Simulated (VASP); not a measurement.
# KF (Carobbiite) (I4/mmm) in VASP: further runs, part 3 of 4

VASP 6.6.1. The steps go on from the part before.

**5. Single point, PBEsol (film at in-plane strain +0.005)**

INCAR

```
SYSTEM = KF
PREC = Accurate ; ENCUT = 520
EDIFF = 1E-6 ; ISMEAR = 0
SIGMA = 0.01 ; LREAL = .False.
LASPH = .True. ; NELM = 60
ALGO = Normal ; ISIF = 2
LWAVE = .False. ; LCHARG = .False.
GGA = PS ; NBANDS = 15
```

KPOINTS

```
regular mesh
0
Gamma
  8 8 8
  0 0 0
```

POSCAR

```
KF
1.0
    2.6674583776      2.6674583776      0.0000000000
   -2.6674583776      2.6674583776      0.0000000000
    0.0000000000      2.6674583776      2.6462248781
K F
1 1
Direct
    0.0000000000      0.0000000000      0.0000000000
    0.5000000000      0.5000000000      0.0000000000
```

Potentials or basis: VASP PAW PBE potentials, release 64 (K_sv, F).

Started as:

```bash
$ cat potpaw_PBE.64/K_sv/POTCAR potpaw_PBE.64/F/POTCAR > POTCAR
$ mpirun -np 1 vasp_std > vasp.out
```

OUTCAR:

```text
SYSTEM = KF
   PREC = Accurate
   ENCUT = 520
   EDIFF = 1E-6
   ISMEAR = 0
   LREAL = .False.
   LASPH = .True.
   NELM = 60
   ISIF = 2
   GGA = PS

 ion  position               nearest neighbor table
   1  0.000  0.000  0.000-   2 2.65   2 2.65   2 2.67   2 2.67   2 2.67   2 2.67
   2  0.500  0.500  0.000-   1 2.65   1 2.65   1 2.67   1 2.67   1 2.67   1 2.67

  LATTYP: Found a body centered tetragonal cell.
 ALAT       =     3.7723558147
 C/A-ratio  =     1.4029561410

  Lattice vectors:

 A1 = (   2.6674583776,   0.0000000000,  -2.6462248781)
 A2 = (  -2.6674583776,   0.0000000000,  -2.6462248781)
 A3 = (   0.0000000000,   2.6674583776,   2.6462248781)

Analysis of symmetry for initial positions (statically):
=====================================================================
 Subroutine PRICEL returns:
 Original cell was already a primitive cell.

 Routine SETGRP: Setting up the symmetry group for a
 body centered tetragonal supercell.

 Subroutine GETGRP returns: Found 16 space group operations
 (whereof 16 operations were pure point group operations)
 out of a pool of 16 trial point group operations.

The static configuration has the point symmetry D_4h.

Analysis of symmetry for dynamics (positions and initial velocities):
=====================================================================
 Subroutine PRICEL returns:
 Original cell was already a primitive cell.

 Routine SETGRP: Setting up the symmetry group for a
 body centered tetragonal supercell.

 Subroutine GETGRP returns: Found 16 space group operations
 (whereof 16 operations were pure point group operations)
 out of a pool of 16 trial point group operations.

The dynamic configuration has the point symmetry D_4h.

 Subroutine INISYM returns: Found 16 space group operations
 (whereof 16 operations are pure point group operations),
 and found     1 'primitive' translations

----------------------------------------------------------------------------------------

                                     Primitive cell

  volume of cell :      37.6575

  direct lattice vectors                    reciprocal lattice vectors
     2.667458378  2.667458378  0.000000000     0.187444349  0.187444349 -0.188948416
    -2.667458378  2.667458378  0.000000000    -0.187444349  0.187444349 -0.188948416
     0.000000000  2.667458378  2.646224878     0.000000000  0.000000000  0.377896833

  length of vectors
     3.772355815  3.772355815  3.757371462     0.325533827  0.325533827  0.377896833

  position of ions in fractional coordinates (direct lattice)
     0.000000000  0.000000000  0.000000000
     0.500000000  0.500000000  0.000000000

  ion indices of the primitive-cell ions
   primitive index   ion index
                 1           1
                 2           2

----------------------------------------------------------------------------------------

 KPOINTS: regular mesh

Automatic generation of k-mesh.
 Grid dimensions read from file:
 generate k-points for:    8    8    8

 Generating k-lattice:

  Cartesian coordinates                     Fractional coordinates (reciprocal lattice)
     0.023430544  0.023430544 -0.023618552     0.125000000  0.000000000  0.000000000
    -0.023430544  0.023430544 -0.023618552     0.000000000  0.125000000  0.000000000
     0.000000000  0.000000000  0.047237104     0.000000000  0.000000000  0.125000000

  Length of vectors
     0.040691728  0.040691728  0.047237104

  Shift w.r.t. Gamma in fractional coordinates (k-lattice)
     0.000000000  0.000000000  0.000000000

 Subroutine IBZKPT returns following result:
 ===========================================

 Found     59 irreducible k-points:

 Following reciprocal coordinates:
            Coordinates               Weight
  0.000000  0.000000  0.000000      1.000000
  0.125000  0.000000 -0.000000      8.000000
  0.250000  0.000000 -0.000000      8.000000
  0.375000  0.000000 -0.000000      8.000000
  0.500000  0.000000 -0.000000      4.000000
  0.125000  0.125000 -0.000000      8.000000
[... 16 lines left out ...]
  0.250000  0.000000  0.125000      4.000000
  0.375000  0.000000  0.125000      8.000000
 [... further k-points ...]
   k-points           NKPTS =     59   k-points in BZ     NKDIM =     59   number of bands    NBANDS=     15
   number of dos      NEDOS =    301   number of ions     NIONS =      2
   total plane-waves  NPLWV =  21952
   dimension x,y,z NGX =    28 NGY =   28 NGZ =   28
   dimension x,y,z NGXF=    56 NGYF=   56 NGZF=   56
   ions per type =               1   1
   NGX,Y,Z   is equivalent  to a cutoff of  12.34, 12.34, 12.39 a.u.
   NGXF,Y,Z  is equivalent  to a cutoff of  24.68, 24.68, 24.78 a.u.
 SYSTEM =  KF
   PREC   = accura    normal or accurate (medium, high low for compatibility)
   ISTART =      0    job   : 0-new  1-cont  2-samecut
   ICHARG =      2    charge: 1-file 2-atom 10-const
   ISPIN  =      1    spin polarized calculation?
   LNONCOLLINEAR =      F non collinear calculations
   LSORBIT =      F    spin-orbit coupling
   LASPH  =      T    aspherical Exc in radial PAW
   ENCUT  =  520.0 eV  38.22 Ry    6.18 a.u.   7.01  7.01  6.99*2*pi/ulx,y,z
   NELM   =     60;   NELMIN=  2; NELMDL= -5     # of ELM steps
   EDIFF  = 0.1E-05   stopping-criterion for ELM
   LREAL  =      F    real-space projection
   EDIFFG = 0.1E-04   stopping-criterion for IOM
   NSW    =      0    number of steps for IOM
   IBRION =     -1    ionic relax: 0-MD 1-quasi-New 2-CG
   NFREE  =      0    steps in history (QN), initial steepest desc. (CG)
   ISIF   =      2    stress and relaxation
   ISYM   =      2    0-nonsym 1-usesym 2-fastsym
   POTIM  = 0.5000    time-step for ionic-motion
   TEBEG  =    0.0;   TEEND  =   0.0 temperature during run
   PSTRESS=    0.0 pullay stress
   NELECT =      16.0000    total number of electrons
   NUPDOWN=      -1.0000    fix difference up-down
   EMIN   =  10.00;   EMAX   =-10.00  energy-range for DOS
   EFERMI =   0.00;   METHOD = LEGACY
   ISMEAR =     0;   SIGMA  =   0.01  broadening in eV -4-tet -1-fermi 0-gaus
   EFERMI_NEDOS =   21; number of points for ismear=-14 and -15
   IALGO  =     38    algorithm
   IMIX   =      4    mixing-type and parameters
     AMIX     =   0.40;   BMIX     =  1.00
     AMIX_MAG =   1.60;   BMIX_MAG =  1.00
  volume/ion in A,a.u.               =      18.83       127.06
  Fermi-wavevector in a.u.,A,eV,Ry     =   1.230734  2.325750 20.608823  1.514706
  Thomas-Fermi vector in A             =   2.365571
   LORBIT       =      0    0 simple, 1 ext, 2 COOP (PROOUT), +10 PAW based schemes
   GGA     = PS    functional components
   LHFCALC =     F    Hartree Fock is set to
   AEXX    =    0.0000 exact exchange contribution
   IVDW    =     0    specifies the selected vdW correction
   LEPSILON=     F    determine dielectric tensor
   LRPA    =     F    only Hartree local field effects (RPA)
 non-spin polarized calculation
 Gauss-broadening in eV      SIGMA  =   0.01
  energy-cutoff  :      520.00
  volume of cell :       37.66
 maximum number of plane-waves:      1028
   NGX = 13   NGY = 13   NGZ = 13

 number of electron      16.0000009 magnetization

 Free energy of the ion-electron system (eV)
  ---------------------------------------------------
  ext. energy  EPLUGINS =         0.00000000
  ---------------------------------------------------
  free energy    TOTEN  =        -8.51998388 eV

  energy without entropy =       -8.51998388  energy(sigma->0) =       -8.51998388

 E-fermi :  -2.7461     XC(G=0):  -8.6713

 val. band max:       -2.8654779949   @ k =   0.0000   0.0000   0.0000
 cond. band min:       3.2199248309   @ k =   0.0000   0.0000   0.0000
 fundamental gap:      6.0854028258
 Fermi energy:        -2.7461366460

 k-point     1 :       0.0000    0.0000    0.0000
  band No.  band energies     occupation
      1     -28.8028      2.00000
      2     -21.4091      2.00000
      3     -12.1048      2.00000
      4     -12.1048      2.00000
      5     -12.1038      2.00000
      6      -2.8784      2.00000
      7      -2.8784      2.00000
      8      -2.8655      2.00000
      9       3.2199      0.00000
     10       7.7789      0.00000
     11       7.7789      0.00000
     12       7.8278      0.00000
     13       9.4474      0.00000
     14       9.5276      0.00000
[... 401 lines left out ...]
      2     -21.4702      2.00000
      3     -12.2964      2.00000
      4     -12.2112      2.00000
      5     -12.1183      2.00000
      6      -3.4604      2.00000
      7      -3.1670      2.00000
      8      -2.9981      2.00000
      9       5.3841      0.00000
     10       6.9629      0.00000
     11       8.8005      0.00000
     12       8.9248      0.00000
     13      10.2496      0.00000
     14      10.6550      0.00000
     15      15.2937      0.00000

 [... further k-points ...]
[... 5 lines left out ...]
  --------------------------------------------------------------------------------------
  -------------------------------------------------------------------------------------
  Total       -0.0827037     -0.0827037      0.0217226      0.0000000      0.0000000      0.0000000
  in kB       -3.5187116     -3.5187116      0.9242095      0.0000000      0.0000000      0.0000000
  external PRESSURE =      -2.0377379 kB  Pullay stress =       0.0000000 kB

 VOLUME and BASIS-vectors are now :
 -----------------------------------------------------------------------------
  energy-cutoff  :      520.00
  volume of cell :       37.66
      direct lattice vectors                 reciprocal lattice vectors
     2.667458378  2.667458378  0.000000000     0.187444349  0.187444349 -0.188948416
    -2.667458378  2.667458378  0.000000000    -0.187444349  0.187444349 -0.188948416
     0.000000000  2.667458378  2.646224878     0.000000000  0.000000000  0.377896833

 POSITION                                       TOTAL-FORCE (eV/Angst)
 -----------------------------------------------------------------------------------
      0.00000      0.00000      0.00000         0.000000     -0.000000      0.000000
      0.00000      2.66746      0.00000         0.000000      0.000000      0.000000
 -----------------------------------------------------------------------------------
    total drift:                               -0.000000      0.000000      0.000000

  FREE ENERGIE OF THE ION-ELECTRON SYSTEM (eV)
  ---------------------------------------------------
  free  energy   TOTEN  =        -8.5199838800 eV

  energy  without entropy=       -8.5199838800  energy(sigma->0) =       -8.51998388
```

Wall time 42 s (1 thread of Intel Xeon 8259CL, shared host); peak memory 0.17 GiB.

What came out:

| Quantity | Value |
| --- | --- |
| Free energy | -8.5200 eV |
| Pressure | -0.2 GPa |
| Band gap on the k mesh | 6.09 eV, direct |

Levels at points of the mesh, in eV from the valence-band top:
| k point | band 4 | band 5 | band 6 | band 7 | band 8 | band 9 | band 10 | band 11 | band 12 | band 13 |
| --- | --- | --- | --- | --- | --- | --- | --- | --- | --- | --- |
| (0.00, 0.00, 0.00) | -9.24 | -9.24 | -0.01 | -0.01 | 0.00 | 6.09 | 10.64 | 10.64 | 10.69 | 12.31 |
| (0.50, 0.00, 0.00) | -9.28 | -9.27 | -0.84 | -0.38 | -0.37 | 9.02 | 10.55 | 12.07 | 12.13 | 14.39 |
| (0.50, 0.50, 0.00) | -9.47 | -9.46 | -0.22 | -0.07 | -0.05 | 8.11 | 10.29 | 11.73 | 13.66 | 14.31 |
| (0.00, 0.00, 0.50) | -9.47 | -9.47 | -0.20 | -0.07 | -0.07 | 8.08 | 10.30 | 11.80 | 13.66 | 14.34 |

Caveat: the cell differs from its parent crystal (film at in-plane strain +0.005); the PAW data sets were made with another functional, which shifts forces and pressure a little.

(Continued in part 4 of 4.)
